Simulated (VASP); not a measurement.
# Ba8Zn3O11 in VASP: a series of runs

Ba8Zn3O11 is run at these levels: PBE; tasks: single point.

All numbers are computed with VASP 6.6.1; they aren't measurements. Logs are shortened: lines on timing, memory, paths and dates and some standing lists are left out, and cuts for length are marked.

## 1. The cell of the first run

The cell holds a disordered packing, 22 atoms: a = 7.537 Å, b = 7.670 Å, c = 7.304 Å, α = 94.70°, β = 87.83°, γ = 90.66°.

## 2. Single point, PBE

INCAR reads:

```
SYSTEM = Ba8Zn3O11
PREC     = Accurate       ! precision mode
ENCUT    = 1000           ! plane-wave cutoff, eV
EDIFF    = 1E-6           ! SCF threshold, eV
ISMEAR   = -1             ! smearing method
SIGMA    = 0.293          ! smearing width, eV
LREAL    = Auto         
LASPH    = .True.         ! aspherical terms in the spheres
NELM     = 120            ! most SCF steps
ALGO     = Normal         ! electronic algorithm
ISIF     = 2              ! what is computed and relaxed
LWAVE    = .False.        ! write WAVECAR
LCHARG   = .False.        ! write CHGCAR
GGA      = PE             ! functional
NBANDS   = 108            ! bands
ISYM     = 0            
GGA_COMPAT= .False.
```

KPOINTS reads:

```
Automatic mesh
0
Gamma
  1 1 1
  0 0 0
```

POSCAR reads:

```
Ba8Zn3O11
1.0
    7.5350960000     -0.0410920000      0.1399040000
   -0.0410920000      7.6639600000     -0.3067190000
    0.1399040000     -0.3067190000      7.2967150000
Ba O Zn
8 11 3
Direct
    0.3609861729      0.2006361429      0.7397935246
    0.6822376711      0.6672767110      0.7479370739
    0.8429837801      0.1454218442      0.5059037992
    0.4315526095      0.5793525545      0.0600727176
    0.0016452711      0.8205939581      0.1607714675
    0.6852274241      1.0361819084      0.9751998839
    0.0270315265      0.3497111529      0.9864420135
    0.3717882519      0.0351284218      0.2712883662
    0.5515435058      0.9787946492      0.5754257599
   -0.0735668209      0.8586373671      0.7711372429
    1.1178757871     -0.0010001183      0.5099892144
    0.1614237624      0.5664606692      0.3003520653
   -0.1493806276      0.5620850540      0.0319045095
    0.2612177559      0.5022099762      0.7022525798
    0.3859270087      0.9304673542      0.9196856783
    0.5970737263      0.5148262189      0.4283679684
    0.5629582073      0.2747889614     -0.0378081246
    0.9953725447      0.2626218583      0.2895698288
    0.6055921549      0.7523503140      0.1752670032
    0.1242664933      0.8356229811      0.6383195816
    0.7791486435      0.4645697261      0.2592797375
    0.3699408451      0.4957042906      0.4551242196
```

Potentials or basis: VASP PAW PBE potentials, release 64 (Ba_sv, O_h, Zn).

Run with:

```
> cat potpaw_PBE.64/Ba_sv/POTCAR potpaw_PBE.64/O_h/POTCAR potpaw_PBE.64/Zn/POTCAR > POTCAR
> mpirun -np 1 vasp_gam > vasp.out
```

OUTCAR:

```text
SYSTEM = Ba8Zn3O11
   PREC = Accurate
   ENCUT = 1000
   EDIFF = 1E-6
   ISMEAR = -1
   LREAL = Auto
   LASPH = .True.
   NELM = 120
   ISIF = 2
   GGA = PE
   ISYM = 0

 ion  position               nearest neighbor table
   1  0.361  0.201  0.740-  17 2.30   9 2.45  14 2.48  15 2.56  11 2.88  22 3.20   7 3.21  20 3.35
                             6 3.36   8 3.55   4 3.62   3 3.97   8 4.19   2 4.30   3 4.32
   2  0.682  0.667  0.748-  10 2.34  16 2.62  13 2.66   9 2.98   4 3.02   6 3.16  22 3.42  20 3.64
                            21 3.82   5 4.02   7 4.11   1 4.30   3 4.34   3 4.41
   3  0.843  0.145  0.506-  18 2.17  11 2.37   9 2.58  10 3.13  21 3.21  20 3.42   5 3.58   6 3.74
                             1 3.97   7 4.01   8 4.05   6 4.12   1 4.32   2 4.34   8 4.34   7 4.39
   4  0.432  0.579  0.060-  19 2.01  17 2.58  12 2.64  14 2.97  15 2.99   2 3.02  22 3.02  16 3.09
                            21 3.21   7 3.54   1 3.62   8 3.73   5 3.77   6 4.05   8 4.58   6 4.59
   5  0.002  0.821  0.161-  13 2.42  12 2.60  11 2.95  10 2.96  19 3.02  21 3.30   6 3.31   8 3.31
                             3 3.58  20 3.63   7 3.73   4 3.77   2 4.02   7 4.35   4 4.72
   6  0.685  0.036  0.975-  17 2.07  15 2.43  10 2.63  19 2.77   9 3.12   8 3.14   2 3.16   5 3.31
                             1 3.36   7 3.50   3 3.74  21 3.81   4 4.05   3 4.12   4 4.59
   7  0.027  0.350  0.986-  13 2.11  18 2.37  21 2.78  12 2.93  14 2.98   1 3.21   6 3.50   4 3.54
                             5 3.73   3 4.01   2 4.11   8 4.28   5 4.35   3 4.39
   8  0.372  0.035  0.271-  11 2.57  15 2.63   9 2.71  19 2.84   6 3.14   5 3.31   1 3.55  20 3.64
                            22 3.67   4 3.73   3 4.05   1 4.19   7 4.28   3 4.34   4 4.58
   9  0.552  0.979  0.575-   1 2.45   3 2.58   8 2.71   2 2.98   6 3.12
  10  0.926  0.859  0.771-  20 1.75   2 2.34   6 2.63   5 2.96   3 3.13
  11  0.118  0.999  0.510-  20 1.63   3 2.37   8 2.57   1 2.88   5 2.95
  12  0.161  0.566  0.300-  22 2.07   5 2.60   4 2.64   7 2.93
  13  0.851  0.562  0.032-  21 1.93   7 2.11   5 2.42   2 2.66
  14  0.261  0.502  0.702-  22 1.95   1 2.48   4 2.97   7 2.98
  15  0.386  0.930  0.920-   6 2.43   1 2.56   8 2.63   4 2.99
  16  0.597  0.515  0.428-  22 1.72  21 1.83   2 2.62   4 3.09
  17  0.563  0.275  0.962-   6 2.07   1 2.30   4 2.58
  18  0.995  0.263  0.290-   3 2.17   7 2.37
  19  0.606  0.752  0.175-   4 2.01   6 2.77   8 2.84   5 3.02
  20  0.124  0.836  0.638-  11 1.63  10 1.75   1 3.35   3 3.42   5 3.63   8 3.64   2 3.64
  21  0.779  0.465  0.259-  16 1.83  13 1.93   7 2.78   3 3.21   4 3.21   5 3.30   6 3.81   2 3.82

  22  0.370  0.496  0.455-  16 1.72  14 1.95  12 2.07   4 3.02   1 3.20   2 3.42   8 3.67

IMPORTANT INFORMATION: All symmetrisations will be switched off!
NOSYMM: (Re-)initialisation of all symmetry stuff for point group C_1.

----------------------------------------------------------------------------------------

                                     Primitive cell

  volume of cell :     420.5079

  direct lattice vectors                    reciprocal lattice vectors
     7.535096000 -0.041092000  0.139904000     0.132762428  0.000610988 -0.002519845
    -0.041092000  7.663960000 -0.306719000     0.000610988  0.130703536  0.005482437
     0.139904000 -0.306719000  7.296715000    -0.002519845  0.005482437  0.137326743

  length of vectors
     7.536506711  7.670205211  7.304498577     0.132787745  0.130819895  0.137459234

  position of ions in fractional coordinates (direct lattice)
     0.360986173  0.200636143  0.739793525
     0.682237671  0.667276711  0.747937074
     0.842983780  0.145421844  0.505903799
     0.431552610  0.579352554  0.060072718
     0.001645271  0.820593958  0.160771467
     0.685227424  0.036181908  0.975199884
[... 14 lines left out ...]
     0.779148644  0.464569726  0.259279738
     0.369940845  0.495704291  0.455124220

  ion indices of the primitive-cell ions
   primitive index   ion index
                 1           1
                 2           2
                 3           3
                 4           4
                 5           5
                 6           6
[... 14 lines left out ...]
                21          21
                22          22

----------------------------------------------------------------------------------------

 KPOINTS: Automatic mesh

Automatic generation of k-mesh.
 Grid dimensions read from file:
 generate k-points for:    1    1    1

 Generating k-lattice:

  Cartesian coordinates                     Fractional coordinates (reciprocal lattice)
     0.132762428  0.000610988 -0.002519845     1.000000000 -0.000000000  0.000000000
     0.000610988  0.130703536  0.005482437    -0.000000000  1.000000000  0.000000000
    -0.002519845  0.005482437  0.137326743    -0.000000000  0.000000000  1.000000000

  Length of vectors
     0.132787745  0.130819895  0.137459234

  Shift w.r.t. Gamma in fractional coordinates (k-lattice)
     0.000000000  0.000000000  0.000000000

 Subroutine IBZKPT returns following result:
 ===========================================

 Found      1 irreducible k-points:

 Following reciprocal coordinates:
            Coordinates               Weight
  0.000000  0.000000  0.000000      1.000000
   k-points           NKPTS =      1   k-points in BZ     NKDIM =      1   number of bands    NBANDS=    108
   number of dos      NEDOS =    301   number of ions     NIONS =     22
   total plane-waves  NPLWV = 512000
   dimension x,y,z NGX =    80 NGY =   80 NGZ =   80
   dimension x,y,z NGXF=   160 NGYF=  160 NGZF=  160
   ions per type =               8  11   3
   NGX,Y,Z   is equivalent  to a cutoff of  17.65, 17.34, 18.21 a.u.
   NGXF,Y,Z  is equivalent  to a cutoff of  35.29, 34.68, 36.42 a.u.
 SYSTEM =  Ba8Zn3O11
   PREC   = accura    normal or accurate (medium, high low for compatibility)
   ISTART =      0    job   : 0-new  1-cont  2-samecut
   ICHARG =      2    charge: 1-file 2-atom 10-const
   ISPIN  =      1    spin polarized calculation?
   LNONCOLLINEAR =      F non collinear calculations
   LSORBIT =      F    spin-orbit coupling
   LASPH  =      T    aspherical Exc in radial PAW
   ENCUT  = 1000.0 eV  73.50 Ry    8.57 a.u.  19.43 19.78 18.83*2*pi/ulx,y,z
   NELM   =    120;   NELMIN=  2; NELMDL= -5     # of ELM steps
   EDIFF  = 0.1E-05   stopping-criterion for ELM
   LREAL  =      T    real-space projection
   EDIFFG = 0.1E-04   stopping-criterion for IOM
   NSW    =      0    number of steps for IOM
   IBRION =     -1    ionic relax: 0-MD 1-quasi-New 2-CG
   NFREE  =      0    steps in history (QN), initial steepest desc. (CG)
   ISIF   =      2    stress and relaxation
   ISYM   =      0    0-nonsym 1-usesym 2-fastsym
   POTIM  = 0.5000    time-step for ionic-motion
   TEBEG  =    0.0;   TEEND  =   0.0 temperature during run
   PSTRESS=    0.0 pullay stress
   NELECT =     182.0000    total number of electrons
   NUPDOWN=      -1.0000    fix difference up-down
   EMIN   =  10.00;   EMAX   =-10.00  energy-range for DOS
   EFERMI =   0.00;   METHOD = LEGACY
   ISMEAR =    -1;   SIGMA  =   0.29  broadening in eV -4-tet -1-fermi 0-gaus
   EFERMI_NEDOS =   21; number of points for ismear=-14 and -15
   IALGO  =     38    algorithm
   IMIX   =      4    mixing-type and parameters
     AMIX     =   0.40;   BMIX     =  1.00
     AMIX_MAG =   1.60;   BMIX_MAG =  1.00
  volume/ion in A,a.u.               =      19.11       128.99
  Fermi-wavevector in a.u.,A,eV,Ry     =   1.238342  2.340127 20.864406  1.533491
  Thomas-Fermi vector in A             =   2.372871
   LORBIT       =      0    0 simple, 1 ext, 2 COOP (PROOUT), +10 PAW based schemes
   GGA     = PE    functional components
   LHFCALC =     F    Hartree Fock is set to
   AEXX    =    0.0000 exact exchange contribution
   IVDW    =     0    specifies the selected vdW correction
   LEPSILON=     F    determine dielectric tensor
   LRPA    =     F    only Hartree local field effects (RPA)
 non-spin polarized calculation
  energy-cutoff  :     1000.00
  volume of cell :      420.51
 maximum number of plane-waves:     15108
 NGX is ok and might be reduce to    80
   NGX = 39   NGY = 39   NGZ = 37

 number of electron     182.0000001 magnetization

 Free energy of the ion-electron system (eV)
  ---------------------------------------------------
  ext. energy  EPLUGINS =         0.00000000
  ---------------------------------------------------
  free energy    TOTEN  =      -102.81840014 eV

  energy without entropy =     -101.88956859  energy(sigma->0) =     -102.35398437

 E-fermi :   3.1326     XC(G=0):  -9.6328

 val. band max:        2.3575569242   @ k =   0.0000   0.0000   0.0000
 cond. band min:       3.5202742266   @ k =   0.0000   0.0000   0.0000
 fundamental gap:      1.1627173025
 Fermi energy:         3.1325759751

 k-point     1 :       0.0000    0.0000    0.0000
  band No.  band energies     occupation
      1     -24.9112      2.00000
      2     -24.5989      2.00000
      3     -24.4654      2.00000
      4     -24.3588      2.00000
      5     -23.9318      2.00000
      6     -23.8580      2.00000
[... 95 lines left out ...]
    102       6.3885      0.00003
    103       6.5670      0.00002
 [bands above 103 left out]

------------------------ aborting loop because EDIFF is reached ----------------------------------------

  FORCE on cell =-STRESS in cart. coord.  units (eV):
  Direction    XX          YY          ZZ          XY          YZ          ZX
  --------------------------------------------------------------------------------------
  -------------------------------------------------------------------------------------
  Total       40.8258407     43.4310514     33.9610694      2.6721012     -1.6297436    -11.8904707
  in kB      155.5505381    165.4766517    129.3950726     10.1809729     -6.2094863    -45.3038831
  external PRESSURE =     150.1407541 kB  Pullay stress =       0.0000000 kB

 VOLUME and BASIS-vectors are now :
 -----------------------------------------------------------------------------
  energy-cutoff  :     1000.00
  volume of cell :      420.51
      direct lattice vectors                 reciprocal lattice vectors
     7.535096000 -0.041092000  0.139904000     0.132762428  0.000610988 -0.002519845
    -0.041092000  7.663960000 -0.306719000     0.000610988  0.130703536  0.005482437
     0.139904000 -0.306719000  7.296715000    -0.002519845  0.005482437  0.137326743

 POSITION                                       TOTAL-FORCE (eV/Angst)
 -----------------------------------------------------------------------------------
      2.81532      1.29592      5.38703        -1.091197     -1.592713     -1.830515
      5.21795      4.85654      5.34826        -0.614239     -0.017901     -2.451583
      6.41677      0.92470      3.76477        -2.068513     -0.445149      3.550140
      3.23639      4.40398      0.32101        -4.646924     -2.699526     -1.192059
      0.00117      6.23962      0.92164         0.131223     -0.530579     -0.011857
      5.29820     -0.04997      7.20052         2.293794     -3.835972      0.099544
[... 14 lines left out ...]
      5.88814      3.44890      1.85840         0.088431      0.212701      0.306702
      2.83084      3.64426      3.22063        -4.911548      0.922942      0.736161
 -----------------------------------------------------------------------------------
    total drift:                               -0.063616      0.180486     -0.361132

  FREE ENERGIE OF THE ION-ELECTRON SYSTEM (eV)
  ---------------------------------------------------
  free  energy   TOTEN  =      -102.8184001380 eV

  energy  without entropy=     -101.8895685924  energy(sigma->0) =     -102.35398437
```

It took 4.1 min on 1 thread of Intel Xeon Platinum 8375C at 2.90GHz (Ice Lake), shared host; peak memory 0.92 GiB.

What came out:

| Item | Value |
| --- | --- |
| Free energy | -102.8184 eV |
| Pressure | 15.0 GPa |
| Largest force | 7.363 eV/Å |

Forces in eV/Å, atoms in the order of the input:
```
Ba  -1.091 -1.593 -1.831
Ba  -0.614 -0.018 -2.452
Ba  -2.069 -0.445  3.550
Ba  -4.647 -2.700 -1.192
Ba   0.131 -0.531 -0.012
Ba   2.294 -3.836  0.100
Ba   3.171 -2.247 -1.644
Ba   0.168 -0.088  1.281
O    0.720  0.172 -0.874
O   -1.596  0.392  2.551
O    1.294  4.474 -5.155
O    0.984  0.953 -0.414
O   -1.552  1.210  0.017
O    0.014  0.922 -0.138
O   -1.168 -0.970  1.010
O    3.079 -1.188  0.475
O   -0.126  4.679  1.026
O   -0.304  0.660 -2.645
O    3.455  5.085  2.106
Zn   2.680 -6.067  3.197
Zn   0.088  0.213  0.307
Zn  -4.912  0.923  0.736
```

Caveat: the k points lie up to 0.86 Å⁻¹ apart, too coarse for converged energies, forces and pressures; the atoms stand as in a frame of molecular dynamics; so wide a smearing shifts energies and pressures; spin-orbit coupling is left out, which moves the levels of the heavy elements.

(Continued in part 2 of 2.)
